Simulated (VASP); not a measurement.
# SnTe (R3m) in VASP: further runs, part 2 of 2

VASP 6.6.1.

### Step 3. Relaxation of cell and atoms, PBEsol

This run uses another cell than the first one, of 33.38 Å³/atom, 1.026 times its volume.

INCAR

```
ALGO     = Normal         # electronic algorithm
EDIFF    = 1E-6           # SCF threshold, eV
EDIFFG   = -0.005         # ionic threshold
ENCUT    = 600            # plane-wave cutoff, eV
GGA      = PS             # functional
IBRION   = 2              # ionic algorithm
ISIF     = 3              # what is computed and relaxed
ISMEAR   = -1             # smearing method
LASPH    = True           # aspherical terms in the spheres
LCHARG   = False          # write CHGCAR
LREAL    = False          # projectors in reciprocal space
LWAVE    = False          # write WAVECAR
NELM     = 60             # most SCF steps
NSW      = 80             # ionic steps
PREC     = Accurate       # precision mode
SIGMA    = 0.02           # smearing width, eV
```

KPOINTS

```
k-points
0
Gamma
  6 6 6
```

POSCAR

```
SnTe
1.0
    2.2602232015      1.3049404738      3.7720118794
   -2.2602232015      1.3049404738      3.7720118794
    0.0000000000     -2.6098809477      3.7720118794
Sn Te
1 1
Direct
    1.0004730313      1.0004730313      1.0004730313
    0.5205269687      0.5205269687      0.5205269687
```

Potentials or basis: VASP PAW PBE potentials, release 64 (Sn_d, Te).

Launch:

```bash
> cat potpaw_PBE.64/Sn_d/POTCAR potpaw_PBE.64/Te/POTCAR > POTCAR
> mpirun -np 1 vasp_std > vasp.out
```

OUTCAR:

```text
EDIFF = 1E-6
   EDIFFG = -0.005
   ENCUT = 600
   GGA = PS
   IBRION = 2
   ISIF = 3
   ISMEAR = -1
   LASPH = True
   LREAL = False
   NELM = 60
   NSW = 80
   PREC = Accurate

 ion  position               nearest neighbor table
   1  0.000  0.000  0.000-   2 3.09   2 3.09   2 3.09   2 3.36   2 3.36   2 3.36
   2  0.521  0.521  0.521-   1 3.09   1 3.09   1 3.09   1 3.36   1 3.36   1 3.36

  LATTYP: Found a trigonal (rhomboedric) cell.
 ALAT       =     4.5868891614
 COS(alpha) =     0.5143804510

  Lattice vectors:

 A1 = (   2.2602232015,   1.3049404738,   3.7720118794)
 A2 = (  -2.2602232015,   1.3049404738,   3.7720118794)
 A3 = (   0.0000000000,  -2.6098809477,   3.7720118794)

Analysis of symmetry for initial positions (statically):
=====================================================================
 Subroutine PRICEL returns:
 Original cell was already a primitive cell.

 Routine SETGRP: Setting up the symmetry group for a
 trigonal (rhombohedral) supercell.

 Subroutine GETGRP returns: Found  6 space group operations
 (whereof  6 operations were pure point group operations)
 out of a pool of 12 trial point group operations.

The static configuration has the point symmetry C_3v.

Analysis of symmetry for dynamics (positions and initial velocities):
=====================================================================
 Subroutine PRICEL returns:
 Original cell was already a primitive cell.

 Routine SETGRP: Setting up the symmetry group for a
 trigonal (rhombohedral) supercell.

 Subroutine GETGRP returns: Found  6 space group operations
 (whereof  6 operations were pure point group operations)
 out of a pool of 12 trial point group operations.

The dynamic configuration has the point symmetry C_3v.

 Subroutine INISYM returns: Found  6 space group operations
 (whereof  6 operations are pure point group operations),
 and found     1 'primitive' translations
[... 147 lines left out ...]

  FORCE on cell =-STRESS in cart. coord.  units (eV):
  Direction    XX          YY          ZZ          XY          YZ          ZX
  --------------------------------------------------------------------------------------
  -------------------------------------------------------------------------------------
  Total       -0.9577881     -0.9577881     -0.9801796      0.0000000      0.0000000      0.0000000
  in kB      -22.9886621    -22.9886621    -23.5260995      0.0000000      0.0000000      0.0000000
  external PRESSURE =     -23.1678079 kB  Pullay stress =       0.0000000 kB
[... 89 lines left out ...]
  FREE ENERGIE OF THE ION-ELECTRON SYSTEM (eV)
  ---------------------------------------------------
  free  energy   TOTEN  =        -8.3374599341 eV

  energy  without entropy=       -8.3374501208  energy(sigma->0) =       -8.33745503

[... ionic steps 4 to 13 ...]

--------------------------------------- Ionic step       14  -------------------------------------------

 number of electron      20.0000000 magnetization

------------------------ aborting loop because EDIFF is reached ----------------------------------------
[... 67 lines left out ...]
--------------------------------------- Ionic step       16  -------------------------------------------

 number of electron      20.0000000 magnetization

 Free energy of the ion-electron system (eV)
  ---------------------------------------------------
  ext. energy  EPLUGINS =         0.00000000
  ---------------------------------------------------
  free energy    TOTEN  =        -8.34246448 eV

  energy without entropy =       -8.34240969  energy(sigma->0) =       -8.34243708

 E-fermi :   6.8415     XC(G=0):  -9.6643

 val. band max:        6.7464837046   @ k =   0.5000  -0.0000   0.0000
 cond. band min:       6.9365688555   @ k =   0.5000  -0.0000   0.0000
 fundamental gap:      0.1900851510
 Fermi energy:         6.8415331368

 k-point     1 :       0.0000    0.0000    0.0000
  band No.  band energies     occupation
      1     -14.9523      2.00000
      2     -14.9523      2.00000
      3     -14.9444      2.00000
      4     -14.9442      2.00000
      5     -14.9442      2.00000
      6      -6.0198      2.00000
      7       2.1346      2.00000
      8       4.6846      2.00000
      9       4.6908      2.00000
     10       4.6908      2.00000
     11      10.0626      0.00000
     12      10.1417      0.00000
     13      10.1417      0.00000
     14      11.5883      0.00000
[... 377 lines left out ...]
      1     -14.9667      2.00000
      2     -14.9508      2.00000
      3     -14.9446      2.00000
      4     -14.9370      2.00000
      5     -14.9330      2.00000
      6      -4.3571      2.00000
      7      -0.4063      2.00000
      8       1.5738      2.00000
      9       2.4544      2.00000
     10       4.9378      2.00000
     11       8.9320      0.00000
     12      10.1961      0.00000
     13      12.2579      0.00000
     14      12.3921      0.00000

 [... further k-points ...]

------------------------ aborting loop because EDIFF is reached ----------------------------------------

  FORCE on cell =-STRESS in cart. coord.  units (eV):
  Direction    XX          YY          ZZ          XY          YZ          ZX
  --------------------------------------------------------------------------------------
  -------------------------------------------------------------------------------------
  Total       -0.0047300     -0.0047300     -0.0046496      0.0000000      0.0000000      0.0000000
  in kB       -0.1214168     -0.1214168     -0.1193520      0.0000000      0.0000000      0.0000000
  external PRESSURE =      -0.1207285 kB  Pullay stress =       0.0000000 kB
[... 17 lines left out ...]
  FREE ENERGIE OF THE ION-ELECTRON SYSTEM (eV)
  ---------------------------------------------------
  free  energy   TOTEN  =        -8.3424644785 eV

  energy  without entropy=       -8.3424096900  energy(sigma->0) =       -8.34243708

 reached required accuracy - stopping structural energy minimisation
```

CONTCAR:

```text
SnTe
   1.00000000000000
     2.2229919887606844    1.2834450231034291    3.6460768473606167
    -2.2229919887606844    1.2834450231034291    3.6460768473606167
     0.0000000000000001   -2.5668900463018947    3.6460768473594802
  Sn              Te
     1     1
Direct
     0.0054950048738983    0.0054950048738983    0.0054950048738983
     0.5155049951260955    0.5155049951260955    0.5155049951260956

  0.00000000E+00  0.00000000E+00  0.00000000E+00
  0.00000000E+00  0.00000000E+00  0.00000000E+00
```

Wall time 8.9 min (1 thread of Intel Xeon Platinum 8488C (Sapphire Rapids), shared host); peak memory 0.26 GiB.

Results:

```
Free energy                            : -8.3425 eV
Relaxed volume                         : 31.21 Å³/atom
Relaxed cell                           : a = 4.459 Å, b = 4.459 Å, c = 4.459 Å, α = 59.81°, β = 59.81°, γ = 59.81°
Space group after relaxing (to 0.05 Å) : R3m (No. 160)
Energy gained by relaxing              : 16.4 meV/atom
Ionic steps                            : 16
Pressure after relaxing                : 0.0 GPa
Band gap on the k mesh                 : 0.19 eV, direct
```

Step by step:
```tsv
step	energy change (eV)	largest force (eV/Å)	pressure (GPa)	volume (Å³)
1	0.0000	0.0256	-2.32	66.75
2	-0.0260	0.1341	0.65	62.20
3	-0.0278	0.0997	0.01	63.07
4	-0.0278	0.0971	-0.05	63.15
5	-0.0287	0.0855	-0.06	63.07
6	-0.0308	0.0555	-0.02	62.84
7	-0.0327	0.0146	0.09	62.38
8	-0.0328	0.0096	0.10	62.29
9	-0.0328	0.0054	0.13	62.20
10	-0.0322	0.0118	-0.38	62.88
11	-0.0329	0.0014	0.02	62.38
12	-0.0329	0.0001	-0.02	62.40
13	-0.0329	0.0012	0.01	62.38
14	-0.0329	0.0004	0.03	62.39
15	-0.0329	0.0008	-0.04	62.44
16	-0.0329	0.0004	-0.01	62.42
```

Final structure:
```
CELL_PARAMETERS angstrom
2.22299 1.28345 3.64608
-2.22299 1.28345 3.64608
0.00000 -2.56689 3.64608
ATOMIC_POSITIONS crystal
Sn 0.00549 0.00549 0.00549
Te 0.51550 0.51550 0.51550
```

Caveat: the PAW data sets were made with another functional, which shifts forces and pressure a little; spin-orbit coupling is left out, which moves the levels of the heavy elements.

### Step 4. Single point, r2SCAN

This run uses another cell than the first one, of 33.11 Å³/atom, 1.018 times its volume.

POSCAR

```
SnTe
1.0
    2.2449600339      1.2961282799      3.7925333510
   -2.2449600339      1.2961282799      3.7925333510
    0.0000000000     -2.5922565598      3.7925333510
Sn Te
1 1
Direct
    0.9979649091      0.9979649091      0.9979649091
    0.5230350909      0.5230350909      0.5230350909
```

INCAR.step1

```
  ALGO = Normal
  EDIFF = 1E-4
  ENCUT = 520
  GGA = PE
  ISMEAR = 0
  LASPH = True
  LCHARG = False
  LREAL = False
  LWAVE = True
  NBANDS = 17
  NELM = 100
  PREC = Accurate
  SIGMA = 0.01
```

INCAR.step2

```
  ALGO = Normal
  EDIFF = 1E-6
  ENCUT = 520
  ISIF = 2
  ISMEAR = 0
  ISTART = 1
  LASPH = True
  LCHARG = True
  LELF = True
  LMIXTAU = True
  LREAL = False
  LVHAR = True
  LWAVE = False
  METAGGA = R2SCAN
  NBANDS = 17
  NELM = 100
  PREC = Accurate
  SIGMA = 0.01
```

KPOINTS

```
k-points
0
Gamma
  8 8 8
```

Potentials or basis: VASP PAW PBE potentials, release 64 (Sn_d, Te).

Launch:

```bash
> cat potpaw_PBE.64/Sn_d/POTCAR potpaw_PBE.64/Te/POTCAR > POTCAR
> cp INCAR.step1 INCAR
> mpirun -np 1 vasp_std > vasp.out
> cp INCAR.step2 INCAR
> mpirun -np 1 vasp_std > vasp.out
```

OUTCAR:

```text
EDIFF = 1E-6
   ENCUT = 520
   ISIF = 2
   ISMEAR = 0
   ISTART = 1
   LASPH = True
   LREAL = False
   METAGGA = R2SCAN
   NELM = 100
   PREC = Accurate

 ion  position               nearest neighbor table
   1  0.998  0.998  0.998-   2 3.05   2 3.05   2 3.05   2 3.39   2 3.39   2 3.39
   2  0.523  0.523  0.523-   1 3.05   1 3.05   1 3.05   1 3.39   1 3.39   1 3.39

  LATTYP: Found a trigonal (rhomboedric) cell.
 ALAT       =     4.5938114121
 COS(alpha) =     0.5223597701

  Lattice vectors:

 A1 = (   2.2449600339,   1.2961282799,   3.7925333510)
 A2 = (  -2.2449600339,   1.2961282799,   3.7925333510)
 A3 = (   0.0000000000,  -2.5922565598,   3.7925333510)

Analysis of symmetry for initial positions (statically):
=====================================================================
 Subroutine PRICEL returns:
 Original cell was already a primitive cell.

 Routine SETGRP: Setting up the symmetry group for a
 trigonal (rhombohedral) supercell.

 Subroutine GETGRP returns: Found  6 space group operations
 (whereof  6 operations were pure point group operations)
 out of a pool of 12 trial point group operations.
[... 161 lines left out ...]

  energy without entropy =      -50.69465182  energy(sigma->0) =      -50.69465182

 E-fermi :   6.1391     XC(G=0):  -9.7741

 val. band max:        6.0868629970   @ k =   0.5000  -0.0000   0.0000
 cond. band min:       6.5309258873   @ k =   0.5000  -0.0000   0.0000
 fundamental gap:      0.4440628903
 Fermi energy:         6.1390867089

 k-point     1 :       0.0000    0.0000    0.0000
  band No.  band energies     occupation
      1     -16.3439      2.00000
      2     -16.3439      2.00000
      3     -16.3304      2.00000
      4     -16.3304      2.00000
      5     -16.3269      2.00000
      6      -6.8430      2.00000
[... 457 lines left out ...]
      4     -16.3286      2.00000
      5     -16.3233      2.00000
      6      -6.1261      2.00000
[... 9 lines left out ...]
     16      14.2303      0.00000
     17      15.4861      0.00000

 [... further k-points ...]

------------------------ aborting loop because EDIFF is reached ----------------------------------------

  FORCE on cell =-STRESS in cart. coord.  units (eV):
  Direction    XX          YY          ZZ          XY          YZ          ZX
  --------------------------------------------------------------------------------------
  -------------------------------------------------------------------------------------
  Total       -0.0101988     -0.0101988     -0.0086791      0.0000000     -0.0000000      0.0000000
  in kB       -0.2467873     -0.2467873     -0.2100137      0.0000000     -0.0000000      0.0000000
  external PRESSURE =      -0.2345294 kB  Pullay stress =       0.0000000 kB

 VOLUME and BASIS-vectors are now :
 -----------------------------------------------------------------------------
  energy-cutoff  :      520.00
  volume of cell :       66.21
      direct lattice vectors                 reciprocal lattice vectors
     2.244960034  1.296128280  3.792533351     0.222721114  0.128588095  0.087891998
    -2.244960034  1.296128280  3.792533351    -0.222721114  0.128588095  0.087891998
     0.000000000 -2.592256560  3.792533351     0.000000000 -0.257176190  0.087891998

 POSITION                                       TOTAL-FORCE (eV/Angst)
 -----------------------------------------------------------------------------------
      0.00000      0.00000     11.35445         0.000000      0.000000      0.036660
      0.00000      0.00000      5.95088         0.000000     -0.000000     -0.036660
 -----------------------------------------------------------------------------------
    total drift:                                0.000000     -0.000000      0.000056

  FREE ENERGIE OF THE ION-ELECTRON SYSTEM (eV)
  ---------------------------------------------------
  free  energy   TOTEN  =       -50.6946518231 eV

  energy  without entropy=      -50.6946518231  energy(sigma->0) =      -50.69465182
```

OSZICAR.step1:

```text
N       E                     dE             d eps       ncg     rms          rms(c)
DAV:   1     0.126007718861E+03    0.12601E+03   -0.94485E+03  2235   0.134E+03
DAV:   2     0.406666711476E+01   -0.12194E+03   -0.11868E+03  2340   0.327E+02
DAV:   3    -0.727441837343E+01   -0.11341E+02   -0.11253E+02  2692   0.895E+01
DAV:   4    -0.760213752053E+01   -0.32772E+00   -0.32748E+00  2579   0.158E+01
DAV:   5    -0.761542071243E+01   -0.13283E-01   -0.13283E-01  3264   0.312E+00    0.434E+00
DAV:   6    -0.755842968899E+01    0.56991E-01   -0.13697E-01  2866   0.233E+00    0.274E+00
DAV:   7    -0.755956042214E+01   -0.11307E-02   -0.50709E-02  2620   0.107E+00    0.811E-01
DAV:   8    -0.755998448190E+01   -0.42406E-03   -0.65415E-03  2756   0.598E-01    0.181E-01
DAV:   9    -0.756012185193E+01   -0.13737E-03   -0.58218E-04  2879   0.209E-01    0.360E-02
DAV:  10    -0.756013521482E+01   -0.13363E-04   -0.81667E-05  1899   0.688E-02
   1 F= -.75601352E+01 E0= -.75601352E+01  d E =-.294358E-72
```

Run time: 5.4 min. Hardware: 1 thread of Intel Xeon Platinum 8488C (Sapphire Rapids), shared host; peak memory 0.26 GiB.

Results:

```
Free energy            : -50.6947 eV
Pressure               : 0.0 GPa
Largest force          : 0.037 eV/Å
Band gap on the k mesh : 0.44 eV, direct
```

Forces on the atoms (eV/Å):
```
Sn   0.000  0.000  0.037
Te   0.000  0.000 -0.037
```

Caveat: the PAW data sets were made with another functional, which shifts forces and pressure a little; spin-orbit coupling is left out, which moves the levels of the heavy elements. A k mesh can miss the band edges.

### Step 5. Relaxation of cell and atoms, r2SCAN

This run uses another cell than the first one, of 33.38 Å³/atom, 1.026 times its volume.

POSCAR

```
SnTe
1.0
    2.2602232015      1.3049404738      3.7720118794
   -2.2602232015      1.3049404738      3.7720118794
    0.0000000000     -2.6098809477      3.7720118794
Sn Te
1 1
Direct
    1.0004730313      1.0004730313      1.0004730313
    0.5205269687      0.5205269687      0.5205269687
```

INCAR.step1

```
  PREC = Accurate
  ENCUT = 600
  ISMEAR = -1
  SIGMA = 0.02
  LREAL = F
  LASPH = T
  NELM = 80
  GGA = PE
  ALGO = Normal
  EDIFF = 1E-4
  LWAVE = T
  LCHARG = F
```

INCAR.step2

```
  PREC = Accurate
  ENCUT = 600
  EDIFF = 1E-6
  ISMEAR = -1
  SIGMA = 0.02
  LREAL = F
  LASPH = T
  NELM = 80
  ALGO = Normal
  ISIF = 3
  LWAVE = F
  LCHARG = F
  METAGGA = R2SCAN
  LMIXTAU = T
  IBRION = 2
  NSW = 80
  EDIFFG = -0.005
  ISTART = 1
```

KPOINTS

```
regular mesh
0
Gamma
  6 6 6
```

Launch:

```bash
> cat potpaw_PBE.64/Sn_d/POTCAR potpaw_PBE.64/Te/POTCAR > POTCAR
> cp INCAR.step1 INCAR
> mpirun -np 1 vasp_std > vasp.out
> cp INCAR.step2 INCAR
> mpirun -np 1 vasp_std > vasp.out
```

It took 27 min on 1 thread of Intel Xeon Platinum 8488C (Sapphire Rapids), shared host; peak memory 0.28 GiB.

The run converged. Its results:

| Item | Value |
| --- | --- |
| Free energy | -50.7010 eV |
| Relaxed volume | 33.06 Å³/atom |
| Relaxed cell | a = 4.591 Å, b = 4.591 Å, c = 4.591 Å, α = 58.51°, β = 58.51°, γ = 58.51° |
| Space group after relaxing (to 0.05 Å) | R3m (No. 160) |
| Energy gained by relaxing | 1.9 meV/atom |
| Ionic steps | 12 |
| Pressure after relaxing | 0.0 GPa |
| Band gap on the k mesh | 0.44 eV, direct |

Step by step:
| step | energy change (eV) | largest force (eV/Å) | pressure (GPa) | volume (Å³) |
| --- | --- | --- | --- | --- |
| 1 | 0.0000 | 0.0798 | -0.70 | 66.75 |
| 2 | -0.0025 | 0.0261 | 0.23 | 65.36 |
| 3 | -0.0027 | 0.0377 | 0.04 | 65.64 |
| 4 | -0.0027 | 0.0390 | 0.01 | 65.66 |
| 5 | -0.0029 | 0.0348 | 0.03 | 65.69 |
| 6 | -0.0032 | 0.0257 | 0.02 | 65.79 |
| 7 | -0.0037 | 0.0014 | 0.02 | 65.99 |
| 8 | -0.0037 | 0.0053 | 0.04 | 66.04 |
| 9 | -0.0037 | 0.0080 | -0.12 | 66.30 |
| 10 | -0.0037 | 0.0004 | -0.02 | 66.14 |
| 11 | -0.0037 | 0.0009 | -0.03 | 66.15 |
| 12 | -0.0037 | 0.0020 | 0.01 | 66.11 |

Final structure:
```
CELL_PARAMETERS angstrom
2.24389 1.29551 3.79040
-2.24389 1.29551 3.79040
0.00000 -2.59102 3.79040
ATOMIC_POSITIONS crystal
Sn 0.99831 0.99831 0.99831
Te 0.52269 0.52269 0.52269
```

Levels at points of the mesh, in eV from the valence-band top:
```csv
k point,band 6,band 7,band 8,band 9,band 10,band 11,band 12,band 13,band 14
"(0.00, 0.00, 0.00)",-12.94,-4.70,-2.17,-2.10,-2.10,3.06,3.41,3.41,5.56
"(0.50, 0.00, 0.00)",-11.70,-8.26,-2.03,-1.99,0.00,0.44,0.78,0.97,8.16
"(0.50, 0.50, 0.00)",-11.45,-6.73,-5.13,-3.59,-3.59,2.47,5.09,5.46,6.55
"(0.50, 0.50, 0.50)",-11.87,-8.16,-1.81,-1.81,-0.13,0.86,0.86,0.99,7.77
```

Caveat: the PAW data sets were made with another functional, which shifts forces and pressure a little; spin-orbit coupling is left out, which moves the levels of the heavy elements.

### Step 6. Summary

| task | level | cell | k mesh | cutoff (eV) | smearing | gap on the mesh (eV) | pressure (GPa) | relaxed volume (Å³/atom) |
| --- | --- | --- | --- | --- | --- | --- | --- | --- |
| relaxation of cell and atoms | PBE | relaxed from a = 4.631 Å, angles 56.8°, 2 atoms | 6 × 6 × 6 | 600 | fermi-dirac 0.02 eV | 0.30 | 0.0 | 33.35 |
| relaxation of cell and atoms | PBEsol | relaxed from a = 4.587 Å, angles 59.0°, 2 atoms | 6 × 6 × 6 | 600 | fermi-dirac 0.02 eV | 0.19 | 0.0 | 31.21 |
| single point | r2SCAN | a = 4.594 Å, angles 58.5°, 2 atoms | 8 × 8 × 8 | 520 | gaussian 0.01 eV | 0.44 | 0.0 | - |
| relaxation of cell and atoms | r2SCAN | relaxed from a = 4.587 Å, angles 59.0°, 2 atoms | 6 × 6 × 6 | 600 | fermi-dirac 0.02 eV | 0.44 | 0.0 | 33.06 |

Alike in all rows: potentials or basis VASP PAW PBE potentials, release 64 (Sn_d, Te); no spin polarisation.

Caveats: spin-orbit coupling is left out, which moves the levels of the heavy elements; the PAW data sets were made with another functional, which shifts forces and pressure a little (some runs).

Absolute energies hang on the potentials; compare differences alone.
